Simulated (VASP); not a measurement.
Set up this calculation in VASP 6.6.1, as the native input.

| Property | Result |
| --- | --- |
| Task | single point |
| Functional | PBEsol |
| Potentials or basis | VASP PAW PBE potentials, release 64 (Pb_d, S) |
| Cutoff | 520 eV |
| k mesh | 6 × 6 × 6 |
| Occupations | gaussian, width 0.02 eV |
| Spin | no spin polarisation |
| Dipole correction | no |
| Further INCAR settings | ALGO = Normal; EDIFF = 1e-06; NBANDS = 17 |

The structure of PbS lies in POSCAR:

```
PbS
1.0
    4.0896980000      0.0000000000      0.0000000000
   -2.0448490000      3.5417820000      0.0000000000
    0.0000000000      0.0000000000      3.8449895050
Pb S
1 1
Direct
    0.0000000000      0.0000000000      0.0000000000
    0.6666666667      0.3333333333      0.5000000000
```

These files were run (other wordings do the same):

INCAR

```
PREC = Accurate ; ENCUT = 520
EDIFF = 1E-6 ; ISMEAR = 0
SIGMA = 0.02 ; LREAL = F
LASPH = T ; NELM = 100
ALGO = Normal ; ISIF = 2
LWAVE = F ; LCHARG = F
GGA = PS ; NBANDS = 17
```

KPOINTS

```
regular mesh
0
Gamma
  6 6 6
```

Potentials or basis: VASP PAW PBE potentials, release 64 (Pb_d, S).

Command:

```bash
$ cat potpaw_PBE.64/Pb_d/POTCAR potpaw_PBE.64/S/POTCAR > POTCAR
$ mpirun -np 1 vasp_std > vasp.out
```

Results of the run:

```
Pressure               : -3.8 GPa
Band gap on the k mesh : zero (band 10 reaches 4.96 eV, above the bottom of band 11 at 4.48 eV)
```

Caveat: the PAW data sets were made with another functional, which shifts forces and pressure a little; spin-orbit coupling is left out, which moves the levels of the heavy elements.

It took 19 s on 1 thread of Intel(R) Xeon(R) Platinum 8259CL CPU @ 2.50GHz (Skylake/Cascade Lake), on a shared host, peak memory 0.18 GiB.
